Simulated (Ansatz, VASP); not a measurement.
## Two plane-wave programs on Sn

File INCAR:

```
PREC = Accurate
ENCUT = 520
EDIFF = 1E-6
ISMEAR = 0
SIGMA = 0.15
LREAL = F
LASPH = T
NELM = 60
ALGO = Fast
ISIF = 2
LWAVE = F
LCHARG = F
GGA = PE
IVDW = 12
NBANDS = 13
```

The input KPOINTS:

```
Automatic mesh
0
Gamma
  24 24 24
```

POSCAR

```
Sn
1.0
   -1.7544065426      1.7546136963      2.2000031069
    1.7544065426     -1.7546136963      2.2000031069
    1.7544065426      1.7546136963     -2.2000031069
Sn
1
Direct
    0.0000000000      0.0000000000      0.0000000000
```

Input for Ansatz:

```yaml
crystal:
  lattice:
    - [-1.7544065426, 1.7546136963, 2.2000031069]
    - [1.7544065426, -1.7546136963, 2.2000031069]
    - [1.7544065426, 1.7546136963, -2.2000031069]
  atoms:
    - { symbol: Sn, position: [0.0, 0.0, 0.0] }
basis:
  ecutwfc: 420
kpoints:
  mp_grid: { grid: [24, 24, 24] }
hamiltonian:
  xc: pbe
  dispersion: d3bj
scf:
  occupations: { method: gaussian, width: 0.15 }
output:
  forces: true
  stress: true
  eigenvalues: true
  write_density: true
  write_potential: true
  elf: true
  volumetric_format: npy
```

Change from the starting cell: strain +0.0150 x Voigt [0, 0, 1, 0, 0, 0], atoms carried along.

Alike in both runs: task single point; functional PBE; dispersion D3(BJ); k mesh 24 × 24 × 24; occupations gaussian, width 0.15 eV; no spin polarisation.

```csv
,VASP,Ansatz
version,VASP 6.6.1,Ansatz 0.2.0
potentials or method,"VASP PAW PBE potentials, release 64 (Sn_d), cutoff 520 eV","scalar-relativistic, plane waves, PAW"
valence electrons in the cell,14,14
```

```tsv
	VASP	Ansatz	Ansatz less VASP
gap on the k mesh at the Fermi level (eV)	none	none	-
pressure (GPa)	-0.7	-0.7	0.00
traceless stress, the component that is largest in VASP (GPa)	0.06	0.06	-0.004
```

A gap of «none» marks a metal or a gap that the smearing closes.
